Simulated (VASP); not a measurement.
PN: single point with PBE

Crystal: PN.

```
P N
1.0
     3.04330    0.00000    0.00000
    -1.52165    2.63558    0.00000
     0.00000    0.00000    8.09589
P N
2 2
Direct
  0.33333 0.66667 0.25000
  0.66667 0.33333 0.75000
  0.33333 0.66667 0.75000
  0.66667 0.33333 0.25000
```

```yaml
Program: VASP 6.6.1
Task: single point
Functional: PBE
Potentials_or_basis: VASP PAW PBE potentials, release 64 (P, N)
Cutoff: 520 eV
k_mesh: 6 × 6 × 2
Occupations: gaussian, width 0.1 eV
Spin: no spin polarisation
Dipole_correction: no
Further_INCAR_settings: ALGO = Normal; EDIFF = 1e-06; NBANDS = 18
```

```
Pressure               : 8.1 GPa
Band gap on the k mesh : zero (band 10 reaches 5.06 eV, above the bottom of band 11 at 3.77 eV)
```

Stress tensor (GPa, compression positive):
```
12.07  0.00  0.00
 0.00 12.07  0.00
 0.00  0.00  0.03
```

Levels at points of the mesh, in eV from the Fermi level:
| k point | band 7 | band 8 | band 9 | band 10 | band 11 | band 12 | band 13 | band 14 |
| --- | --- | --- | --- | --- | --- | --- | --- | --- |
| (0.00, 0.00, 0.00) | -7.07 | -6.92 | -3.06 | -2.53 | 2.74 | 2.82 | 2.82 | 2.86 |
| (0.50, 0.00, 0.00) | -5.02 | -4.63 | -1.43 | -1.37 | -1.06 | -0.64 | 4.53 | 5.09 |
| (0.00, 0.00, 0.50) | -7.07 | -7.07 | -2.75 | -2.75 | 2.82 | 2.82 | 2.84 | 2.84 |
| (0.50, 0.00, 0.50) | -4.82 | -4.82 | -1.41 | -1.41 | -0.87 | -0.87 | 4.82 | 4.82 |

Run time: 13 s on 1 thread of Intel(R) Xeon(R) Platinum 8488C (Sapphire Rapids), on a shared host, peak memory 0.17 GiB.

Caveat: the k points lie up to 0.40 Å⁻¹ apart; this functional lacks dispersion, which binds the layers, so the pressure and a relaxed spacing across them are unreliable.
